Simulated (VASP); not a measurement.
# FeRu (P-6m2) in VASP: further runs

Runs on FeRu. Level: LDA. Tasks: single point.

Program: VASP 6.6.1. These are calculated values, not measurements. Logs are shortened: lines on timing, memory, paths and dates and some standing lists are left out, and cuts for length are marked.

**1. The cell of the first run**

It takes space group P-6m2 (No. 187, hexagonal). Conventional cell: a = 2.643 Å, b = 2.643 Å, c = 4.070 Å, α = 90.00°, β = 90.00°, γ = 120.00°. Within 3.4 Å of Fe (site symmetry -6m2) lie 6 Ru at 2.54 Å and 6 Fe at 2.64 Å. Ru (site symmetry -6m2) has 6 Fe at 2.54 Å and 6 Ru at 2.64 Å within 3.4 Å.

**2. Single point, LDA, collinear spin, ferrimagnetic start**

Input file INCAR:

```
PREC = Accurate
ENCUT = 520
EDIFF = 1E-6
ISMEAR = -1
SIGMA = 0.05
LREAL = False
LASPH = True
NELM = 150
ALGO = Normal
ISIF = 2
LWAVE = False
LCHARG = False
ISPIN = 2
MAGMOM = 3 -1.5
LORBIT = 11
LMAXMIX = 4
GGA = CA
NBANDS = 22
```

Input file KPOINTS:

```
regular mesh
0
Gamma
  12 12 7
```

Input file POSCAR:

```
FeRu
1.0
    2.6428014205      0.0000000000      0.0000000000
   -1.3214007102      2.2887331673      0.0000000000
    0.0000000000      0.0000000000      4.0702270000
Fe Ru
1 1
Direct
    0.0000000000      0.0000000000      0.5000000000
    0.6666666667      0.3333333333      0.0000000000
```

Potentials or basis: VASP PAW LDA potentials, release 64 (Fe, Ru_pv).

The run is started by

```sh
$ cat potpaw_LDA.64/Fe/POTCAR potpaw_LDA.64/Ru_pv/POTCAR > POTCAR
$ mpirun -np 1 vasp_std > vasp.out
```

OUTCAR:

```text
PREC = Accurate
   ENCUT = 520
   EDIFF = 1E-6
   ISMEAR = -1
   LREAL = False
   LASPH = True
   NELM = 150
   ISIF = 2
   ISPIN = 2
   LORBIT = 11
   GGA = CA

 ion  position               nearest neighbor table
   1  0.000  0.000  0.500-   2 2.54   2 2.54   2 2.54   2 2.54   2 2.54   2 2.54
   2  0.667  0.333  0.000-   1 2.54   1 2.54   1 2.54   1 2.54   1 2.54   1 2.54

  LATTYP: Found a hexagonal cell.
 ALAT       =     2.6428014205
 C/A-ratio  =     1.5401183640

  Lattice vectors:

 A1 = (   2.6428014205,   0.0000000000,   0.0000000000)
 A2 = (  -1.3214007102,   2.2887331673,   0.0000000000)
 A3 = (   0.0000000000,   0.0000000000,   4.0702270000)

Analysis of symmetry for initial positions (statically):
=====================================================================
 Subroutine PRICEL returns:
 Original cell was already a primitive cell.

 Routine SETGRP: Setting up the symmetry group for a
 hexagonal supercell.

 Subroutine GETGRP returns: Found 12 space group operations
 (whereof 12 operations were pure point group operations)
 out of a pool of 24 trial point group operations.

The static configuration has the point symmetry D_3h.

Analysis of symmetry for dynamics (positions and initial velocities):
=====================================================================
 Subroutine PRICEL returns:
 Original cell was already a primitive cell.

 Routine SETGRP: Setting up the symmetry group for a
 hexagonal supercell.

 Subroutine GETGRP returns: Found 12 space group operations
 (whereof 12 operations were pure point group operations)
 out of a pool of 24 trial point group operations.

The dynamic configuration has the point symmetry D_3h.

Analysis of structural, dynamic, and magnetic symmetry:
=====================================================================
 Subroutine PRICEL returns:
 Original cell was already a primitive cell.

 Routine SETGRP: Setting up the symmetry group for a
 hexagonal supercell.

 Subroutine GETGRP returns: Found 12 space group operations
 (whereof 12 operations were pure point group operations)
 out of a pool of 24 trial point group operations.

The overall configuration has the point symmetry D_3h.

 Subroutine INISYM returns: Found 12 space group operations
 (whereof 12 operations are pure point group operations),
 and found     1 'primitive' translations

----------------------------------------------------------------------------------------

                                     Primitive cell

  volume of cell :      24.6194

  direct lattice vectors                    reciprocal lattice vectors
     2.642801421  0.000000000  0.000000000     0.378386356  0.218461465  0.000000000
    -1.321400710  2.288733167  0.000000000     0.000000000  0.436922929  0.000000000
     0.000000000  0.000000000  4.070227000     0.000000000  0.000000000  0.245686543

  length of vectors
     2.642801421  2.642801420  4.070227000     0.436922929  0.436922929  0.245686543

  position of ions in fractional coordinates (direct lattice)
     0.000000000  0.000000000  0.500000000
     0.666666667  0.333333333  0.000000000

  ion indices of the primitive-cell ions
   primitive index   ion index
                 1           1
                 2           2

----------------------------------------------------------------------------------------

 KPOINTS: regular mesh

Automatic generation of k-mesh.
 Grid dimensions read from file:
 generate k-points for:   12   12    7

 Generating k-lattice:

  Cartesian coordinates                     Fractional coordinates (reciprocal lattice)
     0.031532196  0.018205122  0.000000000     0.083333333  0.000000000  0.000000000
     0.000000000  0.036410244  0.000000000     0.000000000  0.083333333  0.000000000
     0.000000000  0.000000000  0.035098078     0.000000000  0.000000000  0.142857143

  Length of vectors
     0.036410244  0.036410244  0.035098078

  Shift w.r.t. Gamma in fractional coordinates (k-lattice)
     0.000000000  0.000000000  0.000000000

 Subroutine IBZKPT returns following result:
 ===========================================

 Found     76 irreducible k-points:

 Following reciprocal coordinates:
            Coordinates               Weight
  0.000000  0.000000  0.000000      1.000000
  0.083333 -0.000000  0.000000      6.000000
  0.166667 -0.000000  0.000000      6.000000
  0.250000 -0.000000  0.000000      6.000000
  0.333333 -0.000000  0.000000      6.000000
  0.416667 -0.000000  0.000000      6.000000
[... 16 lines left out ...]
  0.250000 -0.000000  0.142857     12.000000
  0.333333 -0.000000  0.142857     12.000000
 [... further k-points ...]
   k-points           NKPTS =     76   k-points in BZ     NKDIM =     76   number of bands    NBANDS=     22
   number of dos      NEDOS =    301   number of ions     NIONS =      2
   total plane-waves  NPLWV =  12000
   dimension x,y,z NGX =    20 NGY =   20 NGZ =   30
   dimension x,y,z NGXF=    40 NGYF=   40 NGZF=   60
   ions per type =               1   1
   NGX,Y,Z   is equivalent  to a cutoff of  12.58, 12.58, 12.25 a.u.
   NGXF,Y,Z  is equivalent  to a cutoff of  25.16, 25.16, 24.51 a.u.
 SYSTEM =  unknown system
   PREC   = accura    normal or accurate (medium, high low for compatibility)
   ISTART =      0    job   : 0-new  1-cont  2-samecut
   ICHARG =      2    charge: 1-file 2-atom 10-const
   ISPIN  =      2    spin polarized calculation?
   LNONCOLLINEAR =      F non collinear calculations
   LSORBIT =      F    spin-orbit coupling
   LASPH  =      T    aspherical Exc in radial PAW
   ENCUT  =  520.0 eV  38.22 Ry    6.18 a.u.   4.91  4.91  7.57*2*pi/ulx,y,z
   NELM   =    150;   NELMIN=  2; NELMDL= -5     # of ELM steps
   EDIFF  = 0.1E-05   stopping-criterion for ELM
   LREAL  =      F    real-space projection
   EDIFFG = 0.1E-04   stopping-criterion for IOM
   NSW    =      0    number of steps for IOM
   IBRION =     -1    ionic relax: 0-MD 1-quasi-New 2-CG
   NFREE  =      0    steps in history (QN), initial steepest desc. (CG)
   ISIF   =      2    stress and relaxation
   ISYM   =      2    0-nonsym 1-usesym 2-fastsym
   POTIM  = 0.5000    time-step for ionic-motion
   TEBEG  =    0.0;   TEEND  =   0.0 temperature during run
   PSTRESS=    0.0 pullay stress
   NELECT =      22.0000    total number of electrons
   NUPDOWN=      -1.0000    fix difference up-down
   EMIN   =  10.00;   EMAX   =-10.00  energy-range for DOS
   EFERMI =   0.00;   METHOD = LEGACY
   ISMEAR =    -1;   SIGMA  =   0.05  broadening in eV -4-tet -1-fermi 0-gaus
   EFERMI_NEDOS =   21; number of points for ismear=-14 and -15
   IALGO  =     38    algorithm
   IMIX   =      4    mixing-type and parameters
     AMIX     =   0.40;   BMIX     =  1.00
     AMIX_MAG =   1.60;   BMIX_MAG =  1.00
  volume/ion in A,a.u.               =      12.31        83.07
  Fermi-wavevector in a.u.,A,eV,Ry     =   1.576847  2.979809 33.830167  2.486447
  Thomas-Fermi vector in A             =   2.677619
   LORBIT       =     11    0 simple, 1 ext, 2 COOP (PROOUT), +10 PAW based schemes
   GGA     = CA    functional components
   LHFCALC =     F    Hartree Fock is set to
   AEXX    =    0.0000 exact exchange contribution
   IVDW    =     0    specifies the selected vdW correction
   LEPSILON=     F    determine dielectric tensor
   LRPA    =     F    only Hartree local field effects (RPA)
 spin polarized calculation
  energy-cutoff  :      520.00
  volume of cell :       24.62
 maximum number of plane-waves:       687
 NGX is ok and might be reduce to    20
   NGX =  9   NGY =  9   NGZ = 15

 number of electron      21.9999995 magnetization       0.0022782

 Free energy of the ion-electron system (eV)
  ---------------------------------------------------
  ext. energy  EPLUGINS =         0.00000000
  ---------------------------------------------------
  free energy    TOTEN  =       -19.82629598 eV

  energy without entropy =      -19.80779365  energy(sigma->0) =      -19.81704481

 E-fermi :   9.6369     XC(G=0): -14.0244

 val. band max:        9.6342163817   @ k =   0.1667   0.0833   0.2857
 cond. band min:       9.6411873095   @ k =   0.3333   0.0833   0.2857
 fundamental gap:      0.0069709279
 Fermi energy:         9.6369323117

 spin component 1

 k-point     1 :       0.0000    0.0000    0.0000
  band No.  band energies     occupation
      1     -33.2194      1.00000
      2     -32.7179      1.00000
      3     -32.7179      1.00000
      4       1.4444      1.00000
      5       3.9765      1.00000
      6       7.2393      1.00000
[... 14 lines left out ...]
     21      32.1439      0.00000
     22      32.1439      0.00000
[... 552 lines left out ...]
  band No.  band energies     occupation
      1     -33.4291      1.00000
      2     -33.1209      1.00000
      3     -32.8853      1.00000
      4       3.9303      1.00000
      5       4.8110      1.00000
      6       5.6046      1.00000
[... 14 lines left out ...]
     21      28.2784      0.00000
     22      31.3067      0.00000

 [... further k-points ...]

 spin component 2

 k-point     1 :       0.0000    0.0000    0.0000
  band No.  band energies     occupation
      1     -33.2197      1.00000
      2     -32.7181      1.00000
      3     -32.7181      1.00000
      4       1.4446      1.00000
      5       3.9767      1.00000
      6       7.2393      1.00000
[... 14 lines left out ...]
     21      32.1444      0.00000
     22      32.1444      0.00000
[... 552 lines left out ...]
  band No.  band energies     occupation
      1     -33.4293      1.00000
      2     -33.1212      1.00000
      3     -32.8855      1.00000
      4       3.9304      1.00000
      5       4.8113      1.00000
      6       5.6048      1.00000
[... 14 lines left out ...]
     21      28.2787      0.00000
     22      31.3068      0.00000

 [... further k-points ...]

------------------------ aborting loop because EDIFF is reached ----------------------------------------

  FORCE on cell =-STRESS in cart. coord.  units (eV):
  Direction    XX          YY          ZZ          XY          YZ          ZX
  --------------------------------------------------------------------------------------
  -------------------------------------------------------------------------------------
  Total       -3.0654347     -3.0654347     -2.9993555     -0.0000000      0.0000000      0.0000000
  in kB     -199.4914680   -199.4914680   -195.1911828     -0.0000000      0.0000000      0.0000000
  external PRESSURE =    -198.0580396 kB  Pullay stress =       0.0000000 kB

 VOLUME and BASIS-vectors are now :
 -----------------------------------------------------------------------------
  energy-cutoff  :      520.00
  volume of cell :       24.62
      direct lattice vectors                 reciprocal lattice vectors
     2.642801421  0.000000000  0.000000000     0.378386356  0.218461465  0.000000000
    -1.321400710  2.288733167  0.000000000     0.000000000  0.436922929  0.000000000
     0.000000000  0.000000000  4.070227000     0.000000000  0.000000000  0.245686543

 POSITION                                       TOTAL-FORCE (eV/Angst)
 -----------------------------------------------------------------------------------
      0.00000      0.00000      2.03511        -0.000000      0.000000      0.000000
      1.32140      0.76291      0.00000         0.000000      0.000000      0.000000
 -----------------------------------------------------------------------------------
    total drift:                               -0.000000      0.000000      0.000000

  FREE ENERGIE OF THE ION-ELECTRON SYSTEM (eV)
  ---------------------------------------------------
  free  energy   TOTEN  =       -19.8262959763 eV

  energy  without entropy=      -19.8077936507  energy(sigma->0) =      -19.81704481

 total charge

# of ion       s       p       d       tot
------------------------------------------
    1        0.477   0.540   6.294   7.311
    2        0.428   6.326   5.968  12.722
--------------------------------------------------
tot          0.905   6.865  12.262  20.033

 magnetization (x)

# of ion       s       p       d       tot
------------------------------------------
    1       -0.000  -0.000   0.002   0.002
    2       -0.000  -0.000  -0.000  -0.000
--------------------------------------------------
tot         -0.000  -0.000   0.002   0.002
```

Wall time 2.3 min (1 thread of Intel Xeon 8259CL, shared host); peak memory 0.18 GiB.

What came out:

- Free energy: -19.8263 eV
- Pressure: -19.8 GPa
- Band gap on the k mesh: zero (filled and empty bands overlap)
- Net moment: 0.00 μB per cell
- Valence electrons inside the program's atomic spheres: Fe 7.31; Ru 12.72

Levels at points of the mesh, in eV from the Fermi level:
Spin up:
```csv
k point,band 8,band 9,band 10,band 11,band 12,band 13,band 14,band 15
"(0.00, 0.00, 0.00)",-1.51,-1.15,-1.15,-1.12,-1.12,1.01,1.01,1.27
"(0.50, 0.00, 0.00)",-1.91,-1.42,-0.99,0.54,1.46,2.03,2.89,5.71
```
Spin down:
```
           k point  band 7  band 8  band 9  band 10  band 11  band 12  band 13  band 14  band 15  band 16
(0.00, 0.00, 0.00)   -2.40   -1.51   -1.14    -1.14    -1.12    -1.12     1.01     1.01     1.27     9.71
(0.50, 0.00, 0.00)   -2.42   -1.91   -1.42    -0.99     0.54     1.47     2.03     2.89     5.71     9.94
```

Caveat: the cell stands under tension.

[end of part 1 of 2]
